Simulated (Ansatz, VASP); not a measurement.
## Two plane-wave programs on Ba

POSCAR

```
Ba
1.0
   -2.5367939014      2.5367939014      2.5367939014
    2.5367939014     -2.5367939014      2.5367939014
    2.5367939014      2.5367939014     -2.5367939014
Ba
1
Direct
    0.0000000000      0.0000000000      0.0000000000
```

The input INCAR.step1:

```
SYSTEM = Ba
  PREC = Accurate
  ENCUT = 520
  ISMEAR = 0
  SIGMA = 0.3
  LREAL = .False.
  LASPH = .True.
  NELM = 100
  NBANDS = 11
  GGA = PE
  ALGO = Normal
  EDIFF = 1E-4
  LWAVE = .True.
  LCHARG = .False.
```

INCAR.step2

```
SYSTEM = Ba
  PREC = Accurate
  ENCUT = 520
  EDIFF = 1E-6
  ISMEAR = 0
  SIGMA = 0.3
  LREAL = .False.
  LASPH = .True.
  NELM = 100
  ALGO = Normal
  ISIF = 2
  LWAVE = .False.
  LCHARG = .False.
  METAGGA = R2SCAN
  LMIXTAU = .True.
  NBANDS = 11
  ISTART = 1
```

File KPOINTS:

```
Automatic mesh
0
Gamma
  9 9 9
  0 0 0
```

Input for Ansatz:

```yaml
crystal:
  lattice:
    - [-2.5367939014, 2.5367939014, 2.5367939014]
    - [2.5367939014, -2.5367939014, 2.5367939014]
    - [2.5367939014, 2.5367939014, -2.5367939014]
  atoms:
    - { symbol: Ba, position: [0.0, 0.0, 0.0] }
hamiltonian:
  xc: r2scan
  pseudopotentials:
    kind: paw
    azcp:
      Ba: "pseudopotentials/Ba.paw.azcp"
basis:
  ecutwfc: 500
  fft_grid_basis: typed
kpoints:
  mp_grid: { grid: [9, 9, 9], shift: [0, 0, 0] }
magnetization:
  spin_polarized: false
scf:
  occupations: { method: gaussian, width: 0.3 }
  lower_state_search: "off"
output:
  stress: true
```

Alike in both runs: task single point; functional r2SCAN; k mesh 9 × 9 × 9; occupations gaussian, width 0.3 eV; no spin polarisation.

|  | VASP | Ansatz |
| --- | --- | --- |
| version | VASP 6.6.1 | Ansatz 0.2.0 |
| potentials or method | VASP PAW PBE potentials, release 64 (Ba_sv), cutoff 520 eV | plane waves (500 eV) with PAW, scalar-relativistic |
| valence electrons in the cell | 10 | 10 |

Ansatz gave:

```
pressure (GPa) : 0.0
```

Task: Estimate VASP's values.

Result: Pressure (GPa): 0.1.

VASP's potentials were made for PBE, not for r2SCAN.

Neither program's run includes spin-orbit coupling.
